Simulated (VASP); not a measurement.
# BeAl3 (I4/mmm) in VASP: notebook

Runs on BeAl3. Level: PBE. Tasks: single point.

All numbers are computed with VASP 6.6.1; they aren't measurements. Logs are shortened: lines on timing, memory, paths and dates and some standing lists are left out, and cuts for length are marked.

**1. The cell of the first run**

It takes space group I4/mmm (No. 139, tetragonal). Conventional cell: a = 3.886 Å, b = 3.886 Å, c = 7.756 Å, α = 90.00°, β = 90.00°, γ = 90.00°. Within 3.6 Å of Al (site symmetry 4/mmm) lie 8 Al at 2.74 Å and 4 Be at 2.75 Å. Within 3.6 Å of Al (site symmetry -4m2) lie 8 Al at 2.74 to 2.75 Å and 4 Be at 2.74 Å. Within 3.6 Å of Be (site symmetry 4/mmm) lie 12 Al at 2.74 to 2.75 Å.

**2. Single point, PBE**

Contents of INCAR:

```
PREC     = Accurate       # precision mode
ENCUT    = 520            # plane-wave cutoff, eV
EDIFF    = 1E-6           # SCF threshold, eV
ISMEAR   = -1             # smearing method
SIGMA    = 0.05           # smearing width, eV
LREAL    = False          # projectors in reciprocal space
LASPH    = True           # aspherical terms in the spheres
NELM     = 80             # most SCF steps
ALGO     = Normal         # electronic algorithm
ISIF     = 2              # what is computed and relaxed
LWAVE    = False          # write WAVECAR
LCHARG   = False          # write CHGCAR
GGA      = PE             # functional
NBANDS   = 14             # bands
```

Contents of KPOINTS:

```
regular mesh
0
Gamma
  10 10 10
```

Contents of POSCAR:

```
BeAl3
1.0
   -1.9427504737      1.9427504737      3.8779765461
    1.9427504737     -1.9427504737      3.8779765461
    1.9427504737      1.9427504737     -3.8779765461
Al Be
3 1
Direct
    0.5000000000      0.5000000000      0.0000000000
    0.2500000000      0.7500000000      0.5000000000
    0.7500000000      0.2500000000      0.5000000000
    0.0000000000      0.0000000000      0.0000000000
```

Potentials or basis: VASP PAW PBE potentials, release 64 (Al, Be).

On the command line:

```bash
$ cat potpaw_PBE.64/Al/POTCAR potpaw_PBE.64/Be/POTCAR > POTCAR
$ mpirun -np 1 vasp_std > vasp.out
```

OUTCAR:

```text
PREC = Accurate
   ENCUT = 520
   EDIFF = 1E-6
   ISMEAR = -1
   LREAL = False
   LASPH = True
   NELM = 80
   ISIF = 2
   GGA = PE

 ion  position               nearest neighbor table
   1  0.500  0.500  0.000-   2 2.74   3 2.74   2 2.74   3 2.74   2 2.74   3 2.74   2 2.74   3 2.74
                             4 2.75   4 2.75   4 2.75   4 2.75
   2  0.250  0.750  0.500-   4 2.74   1 2.74   4 2.74   1 2.74   1 2.74   4 2.74   1 2.74   4 2.74
                             3 2.75   3 2.75   3 2.75   3 2.75
   3  0.750  0.250  0.500-   1 2.74   4 2.74   1 2.74   4 2.74   1 2.74   4 2.74   1 2.74   4 2.74
                             2 2.75   2 2.75   2 2.75   2 2.75
   4  0.000  0.000  0.000-   3 2.74   2 2.74   3 2.74   2 2.74   2 2.74   3 2.74   2 2.74   3 2.74
                             1 2.75   1 2.75   1 2.75   1 2.75

  LATTYP: Found a body centered tetragonal cell.
 ALAT       =     3.8855009474
 C/A-ratio  =     1.9961269337

  Lattice vectors:

 A1 = (  -1.9427504737,   1.9427504737,   3.8779765461)
 A2 = (   1.9427504737,  -1.9427504737,   3.8779765461)
 A3 = (   1.9427504737,   1.9427504737,  -3.8779765461)

Analysis of symmetry for initial positions (statically):
=====================================================================
 Subroutine PRICEL returns:
 Original cell was already a primitive cell.

 Routine SETGRP: Setting up the symmetry group for a
 body centered tetragonal supercell.

 Subroutine GETGRP returns: Found 16 space group operations
 (whereof 16 operations were pure point group operations)
 out of a pool of 16 trial point group operations.

The static configuration has the point symmetry D_4h.

Analysis of symmetry for dynamics (positions and initial velocities):
=====================================================================
 Subroutine PRICEL returns:
 Original cell was already a primitive cell.

 Routine SETGRP: Setting up the symmetry group for a
 body centered tetragonal supercell.

 Subroutine GETGRP returns: Found 16 space group operations
 (whereof 16 operations were pure point group operations)
 out of a pool of 16 trial point group operations.

The dynamic configuration has the point symmetry D_4h.

 Subroutine INISYM returns: Found 16 space group operations
 (whereof 16 operations are pure point group operations),
 and found     1 'primitive' translations

----------------------------------------------------------------------------------------

                                     Primitive cell

  volume of cell :      58.5463

[... 99 lines left out ...]
   ISYM   =      2    0-nonsym 1-usesym 2-fastsym
   POTIM  = 0.5000    time-step for ionic-motion
   TEBEG  =    0.0;   TEEND  =   0.0 temperature during run
   PSTRESS=    0.0 pullay stress
   NELECT =      11.0000    total number of electrons
   NUPDOWN=      -1.0000    fix difference up-down
   EMIN   =  10.00;   EMAX   =-10.00  energy-range for DOS
   EFERMI =   0.00;   METHOD = LEGACY
   ISMEAR =    -1;   SIGMA  =   0.05  broadening in eV -4-tet -1-fermi 0-gaus
   EFERMI_NEDOS =   21; number of points for ismear=-14 and -15
   IALGO  =     38    algorithm
   IMIX   =      4    mixing-type and parameters
     AMIX     =   0.40;   BMIX     =  1.00
     AMIX_MAG =   1.60;   BMIX_MAG =  1.00
  volume/ion in A,a.u.               =      14.64        98.77
  Fermi-wavevector in a.u.,A,eV,Ry     =   0.937647  1.771896 11.961993  0.879182
  Thomas-Fermi vector in A             =   2.064779
   LORBIT       =      0    0 simple, 1 ext, 2 COOP (PROOUT), +10 PAW based schemes
   GGA     = PE    functional components
   LHFCALC =     F    Hartree Fock is set to
   AEXX    =    0.0000 exact exchange contribution
   IVDW    =     0    specifies the selected vdW correction
   LEPSILON=     F    determine dielectric tensor
   LRPA    =     F    only Hartree local field effects (RPA)
 non-spin polarized calculation
  energy-cutoff  :      520.00
  volume of cell :       58.55
 maximum number of plane-waves:      1592
   NGX = 17   NGY = 17   NGZ = 17

 number of electron      11.0000000 magnetization

 Free energy of the ion-electron system (eV)
  ---------------------------------------------------
  ext. energy  EPLUGINS =         0.00000000
  ---------------------------------------------------
  free energy    TOTEN  =       -14.38380064 eV

  energy without entropy =      -14.37413355  energy(sigma->0) =      -14.37896709

 E-fermi :   7.6171     XC(G=0): -10.1949

 val. band max:        7.5891392400   @ k =  -0.1000   0.1000   0.1000
 cond. band min:       7.6198015234   @ k =  -0.2000   0.2000   0.1000
 fundamental gap:      0.0306622834
 Fermi energy:         7.6170511028

 k-point     1 :       0.0000    0.0000    0.0000
  band No.  band energies     occupation
      1      -3.4230      2.00000
      2       5.0112      2.00000
      3       6.9923      1.99999
      4       7.2246      1.99922
      5       7.2246      1.99922
      6       7.2902      1.99711
      7       7.2902      1.99711
      8       7.9580      0.00218
      9       8.8295      0.00000
     10       9.9207      0.00000
     11      10.4762      0.00000
     12      13.8794      0.00000
     13      13.8794      0.00000
     14      14.1368      0.00000
[... 377 lines left out ...]
      1       0.0095      2.00000
      2       1.0294      2.00000
      3       2.6694      2.00000
      4       3.0759      2.00000
      5       5.6717      2.00000
      6       7.4168      1.96418
      7       8.3557      0.00000
      8       9.1752      0.00000
      9      12.8796      0.00000
     10      13.9659      0.00000
     11      14.4752      0.00000
     12      15.4677      0.00000
     13      15.8118      0.00000
     14      16.3396      0.00000

 [... further k-points ...]
[... 5 lines left out ...]
  --------------------------------------------------------------------------------------
  -------------------------------------------------------------------------------------
  Total       -0.0047849     -0.0047849     -0.0078195      0.0000000     -0.0000000      0.0000000
  in kB       -0.1309440     -0.1309440     -0.2139891      0.0000000     -0.0000000      0.0000000
  external PRESSURE =      -0.1586257 kB  Pullay stress =       0.0000000 kB

 VOLUME and BASIS-vectors are now :
 -----------------------------------------------------------------------------
  energy-cutoff  :      520.00
  volume of cell :       58.55
      direct lattice vectors                 reciprocal lattice vectors
    -1.942750474  1.942750474  3.877976546     0.000000000  0.257367071  0.128933219
     1.942750474 -1.942750474  3.877976546     0.257367071  0.000000000  0.128933219
     1.942750474  1.942750474 -3.877976546     0.257367071  0.257367071  0.000000000

 POSITION                                       TOTAL-FORCE (eV/Angst)
 -----------------------------------------------------------------------------------
      0.00000      0.00000      3.87798         0.000000      0.000000      0.000000
      1.94275      0.00000      1.93899        -0.000000     -0.000000     -0.000000
      0.00000      1.94275      1.93899        -0.000000      0.000000     -0.000000
      0.00000      0.00000      0.00000         0.000000      0.000000      0.000000
 -----------------------------------------------------------------------------------
    total drift:                               -0.000000     -0.000000     -0.000000

  FREE ENERGIE OF THE ION-ELECTRON SYSTEM (eV)
  ---------------------------------------------------
  free  energy   TOTEN  =       -14.3838006366 eV

  energy  without entropy=      -14.3741335520  energy(sigma->0) =      -14.37896709
```

OSZICAR:

```text
N       E                     dE             d eps       ncg     rms          rms(c)
DAV:   1     0.519952668826E+01    0.51995E+01   -0.39787E+03  2856   0.604E+02
DAV:   2    -0.138498000550E+02   -0.19049E+02   -0.17967E+02  3666   0.889E+01
DAV:   3    -0.144773066761E+02   -0.62751E+00   -0.62346E+00  3828   0.139E+01
DAV:   4    -0.144835491430E+02   -0.62425E-02   -0.62413E-02  3406   0.176E+00
DAV:   5    -0.144836952207E+02   -0.14608E-03   -0.14608E-03  3810   0.274E-01    0.254E+00
DAV:   6    -0.144149147946E+02    0.68780E-01   -0.52688E-02  3450   0.919E-01    0.145E+00
DAV:   7    -0.143860157426E+02    0.28899E-01   -0.30790E-02  3656   0.764E-01    0.285E-01
DAV:   8    -0.143838405736E+02    0.21752E-02   -0.26693E-03  3418   0.248E-01    0.686E-02
DAV:   9    -0.143838004810E+02    0.40093E-04   -0.15703E-04  3680   0.688E-02    0.469E-02
DAV:  10    -0.143838006366E+02   -0.15561E-06   -0.54996E-06  3448   0.129E-02
   1 F= -.14383801E+02 E0= -.14378967E+02  d E =-.966708E-02
```

It took 25 s on 1 thread of Intel Xeon 6975P-C (Granite Rapids), shared host; peak memory 0.23 GiB.

Results:

| Property | Result |
| --- | --- |
| Free energy | -14.3838 eV |
| Pressure | 0.0 GPa |

Levels at points of the mesh, in eV from the Fermi level:
```csv
k point,band 3,band 4,band 5,band 6,band 7,band 8
"(0.00, 0.00, 0.00)",-0.62,-0.39,-0.39,-0.33,-0.33,0.34
"(0.50, 0.00, 0.00)",-3.56,-3.38,0.07,0.33,1.77,2.57
"(0.50, 0.50, 0.00)",-4.58,-4.26,-3.92,-3.12,1.59,2.28
"(0.50, 0.50, 0.50)",-2.62,-2.62,-0.66,-0.66,5.72,6.13
```

(Part 1 of 2 ends here.)
